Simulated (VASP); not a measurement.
# GaN (P6_3mc) in VASP: notebook, part 2 of 2

VASP 6.6.1.

### Step 5. Single point, LDA

INCAR reads:

```
  PREC = Accurate
  ENCUT = 520
  EDIFF = 1E-6
  ISMEAR = 0
  SIGMA = 0.03
  LREAL = F
  LASPH = T
  NELM = 100
  ALGO = Normal
  ISIF = 2
  LWAVE = F
  LCHARG = F
  NBANDS = 26
```

KPOINTS reads:

```
regular mesh
0
Gamma
  8 8 5
```

POSCAR reads:

```
GaN
1.0
    3.1889999985      0.0000000000      0.0000000000
   -1.5944999992      2.7617550113      0.0000000000
    0.0000000000      0.0000000000      5.1538900000
Ga N
2 2
Direct
    0.3333333333      0.6666666667     -0.0004296844
    0.6666666667      0.3333333333      0.4995703156
    0.3333333333      0.6666666667      0.3774296844
    0.6666666667      0.3333333333      0.8774296844
```

Potentials or basis: VASP PAW LDA potentials, release 64 (Ga_d, N).

Launch:

```console
> cat potpaw_LDA.64/Ga_d/POTCAR potpaw_LDA.64/N/POTCAR > POTCAR
> mpirun -np 1 vasp_std > vasp.out
```

OUTCAR:

```text
PREC = Accurate
   ENCUT = 520
   EDIFF = 1E-6
   ISMEAR = 0
   LREAL = F
   LASPH = T
   NELM = 100
   ISIF = 2

 ion  position               nearest neighbor table
   1  0.333  0.667  1.000-   4 1.95   4 1.95   4 1.95   3 1.95
   2  0.667  0.333  0.500-   3 1.95   3 1.95   3 1.95   4 1.95
   3  0.333  0.667  0.377-   2 1.95   2 1.95   2 1.95   1 1.95
   4  0.667  0.333  0.877-   1 1.95   1 1.95   1 1.95   2 1.95

  LATTYP: Found a hexagonal cell.
 ALAT       =     3.1889999985
 C/A-ratio  =     1.6161461281

  Lattice vectors:

 A1 = (   3.1889999985,   0.0000000000,   0.0000000000)
 A2 = (  -1.5944999992,   2.7617550113,   0.0000000000)
 A3 = (   0.0000000000,   0.0000000000,   5.1538900000)

Analysis of symmetry for initial positions (statically):
=====================================================================
 Subroutine PRICEL returns:
 Original cell was already a primitive cell.

 Routine SETGRP: Setting up the symmetry group for a
 hexagonal supercell.

 Subroutine GETGRP returns: Found 12 space group operations
 (whereof  6 operations were pure point group operations)
 out of a pool of 24 trial point group operations.

The static configuration has the point symmetry C_3v.
 The point group associated with its full space group is C_6v.

Analysis of symmetry for dynamics (positions and initial velocities):
=====================================================================
 Subroutine PRICEL returns:
 Original cell was already a primitive cell.

 Routine SETGRP: Setting up the symmetry group for a
 hexagonal supercell.

 Subroutine GETGRP returns: Found 12 space group operations
 (whereof  6 operations were pure point group operations)
 out of a pool of 24 trial point group operations.

The dynamic configuration has the point symmetry C_3v.
 The point group associated with its full space group is C_6v.

 Subroutine INISYM returns: Found 12 space group operations
 (whereof  6 operations are pure point group operations),
 and found     1 'primitive' translations

----------------------------------------------------------------------------------------

                                     Primitive cell

  volume of cell :      45.3915

  direct lattice vectors                    reciprocal lattice vectors
     3.188999998  0.000000000  0.000000000     0.313577924  0.181044299  0.000000000
    -1.594499999  2.761755011  0.000000000     0.000000000  0.362088598  0.000000000
     0.000000000  0.000000000  5.153890000     0.000000000  0.000000000  0.194028200

  length of vectors
     3.188999998  3.188999998  5.153890000     0.362088598  0.362088598  0.194028200

  position of ions in fractional coordinates (direct lattice)
     0.333333333  0.666666667  0.999570316
     0.666666667  0.333333333  0.499570316
     0.333333333  0.666666667  0.377429684
     0.666666667  0.333333333  0.877429684

  ion indices of the primitive-cell ions
   primitive index   ion index
                 1           1
                 2           2
                 3           3
                 4           4

----------------------------------------------------------------------------------------

 KPOINTS: regular mesh

Automatic generation of k-mesh.
 Grid dimensions read from file:
 generate k-points for:    8    8    5

 Generating k-lattice:

  Cartesian coordinates                     Fractional coordinates (reciprocal lattice)
     0.039197241  0.022630537  0.000000000     0.125000000  0.000000000  0.000000000
     0.000000000  0.045261075  0.000000000     0.000000000  0.125000000  0.000000000
     0.000000000  0.000000000  0.038805640     0.000000000  0.000000000  0.200000000

  Length of vectors
     0.045261075  0.045261075  0.038805640

  Shift w.r.t. Gamma in fractional coordinates (k-lattice)
     0.000000000  0.000000000  0.000000000

 Subroutine IBZKPT returns following result:
 ===========================================

 Found     30 irreducible k-points:

 Following reciprocal coordinates:
            Coordinates               Weight
  0.000000  0.000000  0.000000      1.000000
  0.125000  0.000000  0.000000      6.000000
  0.250000  0.000000  0.000000      6.000000
  0.375000  0.000000  0.000000      6.000000
  0.500000  0.000000  0.000000      3.000000
  0.125000  0.125000  0.000000      6.000000
[... 16 lines left out ...]
  0.250000  0.000000  0.400000     12.000000
  0.375000  0.000000  0.400000     12.000000
 [... further k-points ...]
   k-points           NKPTS =     30   k-points in BZ     NKDIM =     30   number of bands    NBANDS=     26
   number of dos      NEDOS =    301   number of ions     NIONS =      4
   total plane-waves  NPLWV =  23040
   dimension x,y,z NGX =    24 NGY =   24 NGZ =   40
   dimension x,y,z NGXF=    48 NGYF=   48 NGZF=   80
   ions per type =               2   2
   NGX,Y,Z   is equivalent  to a cutoff of  12.51, 12.51, 12.90 a.u.
   NGXF,Y,Z  is equivalent  to a cutoff of  25.02, 25.02, 25.81 a.u.
 SYSTEM =  unknown system
   PREC   = accura    normal or accurate (medium, high low for compatibility)
   ISTART =      0    job   : 0-new  1-cont  2-samecut
   ICHARG =      2    charge: 1-file 2-atom 10-const
   ISPIN  =      1    spin polarized calculation?
   LNONCOLLINEAR =      F non collinear calculations
   LSORBIT =      F    spin-orbit coupling
   LASPH  =      T    aspherical Exc in radial PAW
   ENCUT  =  520.0 eV  38.22 Ry    6.18 a.u.   5.93  5.93  9.58*2*pi/ulx,y,z
   NELM   =    100;   NELMIN=  2; NELMDL= -5     # of ELM steps
   EDIFF  = 0.1E-05   stopping-criterion for ELM
   LREAL  =      F    real-space projection
   EDIFFG = 0.1E-04   stopping-criterion for IOM
   NSW    =      0    number of steps for IOM
   IBRION =     -1    ionic relax: 0-MD 1-quasi-New 2-CG
   NFREE  =      0    steps in history (QN), initial steepest desc. (CG)
   ISIF   =      2    stress and relaxation
   ISYM   =      2    0-nonsym 1-usesym 2-fastsym
   POTIM  = 0.5000    time-step for ionic-motion
   TEBEG  =    0.0;   TEEND  =   0.0 temperature during run
   PSTRESS=    0.0 pullay stress
   NELECT =      36.0000    total number of electrons
   NUPDOWN=      -1.0000    fix difference up-down
   EMIN   =  10.00;   EMAX   =-10.00  energy-range for DOS
   EFERMI =   0.00;   METHOD = LEGACY
   ISMEAR =     0;   SIGMA  =   0.03  broadening in eV -4-tet -1-fermi 0-gaus
   EFERMI_NEDOS =   21; number of points for ismear=-14 and -15
   IALGO  =     38    algorithm
   IMIX   =      4    mixing-type and parameters
     AMIX     =   0.40;   BMIX     =  1.00
     AMIX_MAG =   1.60;   BMIX_MAG =  1.00
  volume/ion in A,a.u.               =      11.35        76.58
  Fermi-wavevector in a.u.,A,eV,Ry     =   1.515365  2.863626 31.243501  2.296333
  Thomas-Fermi vector in A             =   2.624899
   LORBIT       =      0    0 simple, 1 ext, 2 COOP (PROOUT), +10 PAW based schemes
   GGA     = CA    functional components
   LHFCALC =     F    Hartree Fock is set to
   AEXX    =    0.0000 exact exchange contribution
   IVDW    =     0    specifies the selected vdW correction
   LEPSILON=     F    determine dielectric tensor
   LRPA    =     F    only Hartree local field effects (RPA)
 non-spin polarized calculation
 Gauss-broadening in eV      SIGMA  =   0.03
  energy-cutoff  :      520.00
  volume of cell :       45.39
 maximum number of plane-waves:      1237
 NGX is ok and might be reduce to    24
   NGX = 11   NGY = 11   NGZ = 19

 number of electron      35.9999995 magnetization

 Free energy of the ion-electron system (eV)
  ---------------------------------------------------
  ext. energy  EPLUGINS =         0.00000000
  ---------------------------------------------------
  free energy    TOTEN  =       -27.89669664 eV

  energy without entropy =      -27.89669664  energy(sigma->0) =      -27.89669664

 E-fermi :   5.3446     XC(G=0): -12.1562

 val. band max:        5.1320527694   @ k =   0.0000   0.0000   0.0000
 cond. band min:       7.1248834875   @ k =   0.0000   0.0000   0.0000
 fundamental gap:      1.9928307181
 Fermi energy:         5.3446090481

 k-point     1 :       0.0000    0.0000    0.0000
  band No.  band energies     occupation
      1     -10.7631      2.00000
      2      -9.8743      2.00000
      3      -8.4159      2.00000
      4      -8.4020      2.00000
      5      -8.4020      2.00000
      6      -8.3392      2.00000
[... 18 lines left out ...]
     25      16.6710      0.00000
     26      16.6710      0.00000
[... 644 lines left out ...]
      4      -8.3249      2.00000
      5      -8.2693      2.00000
      6      -8.2172      2.00000
[... 18 lines left out ...]
     25      16.6487      0.00000
     26      17.5702      0.00000

 [... further k-points ...]
[... 5 lines left out ...]
  --------------------------------------------------------------------------------------
  -------------------------------------------------------------------------------------
  Total       -1.3575122     -1.3575122     -0.6292265     -0.0000000      0.0000000      0.0000000
  in kB      -47.9158855    -47.9158855    -22.2097034     -0.0000000      0.0000000      0.0000000
  external PRESSURE =     -39.3471582 kB  Pullay stress =       0.0000000 kB

 VOLUME and BASIS-vectors are now :
 -----------------------------------------------------------------------------
  energy-cutoff  :      520.00
  volume of cell :       45.39
      direct lattice vectors                 reciprocal lattice vectors
     3.188999998  0.000000000  0.000000000     0.313577924  0.181044299  0.000000000
    -1.594499999  2.761755011  0.000000000     0.000000000  0.362088598  0.000000000
     0.000000000  0.000000000  5.153890000     0.000000000  0.000000000  0.194028200

 POSITION                                       TOTAL-FORCE (eV/Angst)
 -----------------------------------------------------------------------------------
     -0.00000      1.84117      5.15168         0.000000     -0.000000     -0.001217
      1.59450      0.92059      2.57473         0.000000      0.000000     -0.001217
     -0.00000      1.84117      1.94523        -0.000000      0.000000      0.001217
      1.59450      0.92059      4.52218         0.000000     -0.000000      0.001217
 -----------------------------------------------------------------------------------
    total drift:                               -0.000001     -0.000001      0.000503

  FREE ENERGIE OF THE ION-ELECTRON SYSTEM (eV)
  ---------------------------------------------------
  free  energy   TOTEN  =       -27.8966966425 eV

  energy  without entropy=      -27.8966966425  energy(sigma->0) =      -27.89669664
```

stdout:

```text
POSCAR found type information on POSCAR GaN
 POSCAR found :  2 types and       4 ions
 scaLAPACK will be used
 LDA part: xc-table for (Slater(with rela. corr.)+CA(PZ))
 , standard interpolation
 POSCAR, INCAR and KPOINTS ok, starting setup
 FFT: planning ... GRIDC
 FFT: planning ... GRID_SOFT
 FFT: planning ... GRID
 WAVECAR not read
 entering main loop
```

It took 40 s on 1 thread of AMD EPYC 7R43 (Zen 3), shared host; peak memory 0.12 GiB.

Results:

```yaml
Free_energy: -27.8967 eV
Pressure: -3.9 GPa
Band_gap_on_the_k_mesh: 1.99 eV, direct
```

### Step 6. Overview

| level | potentials or basis | smearing | gap on the mesh (eV) | pressure (GPa) |
| --- | --- | --- | --- | --- |
| PBE | VASP PAW PBE potentials, release 64 (Ga_d, N) | gaussian 0.05 eV | 1.98 | 6.7 |
| PBE | VASP PAW PBE potentials, release 64 (Ga_d, N) | gaussian 0.03 eV | 1.98 | 6.7 |
| LDA | VASP PAW LDA potentials, release 64 (Ga_d, N) | gaussian 0.05 eV | 1.99 | -4.1 |
| LDA | VASP PAW LDA potentials, release 64 (Ga_d, N) | gaussian 0.03 eV | 1.99 | -3.9 |

Alike in all rows: task single point; no spin polarisation; cell as given; k mesh 8 × 8 × 5; cutoff (eV) 520.

Total energies depend on the potentials used, so only differences within one code and one set of settings carry meaning.
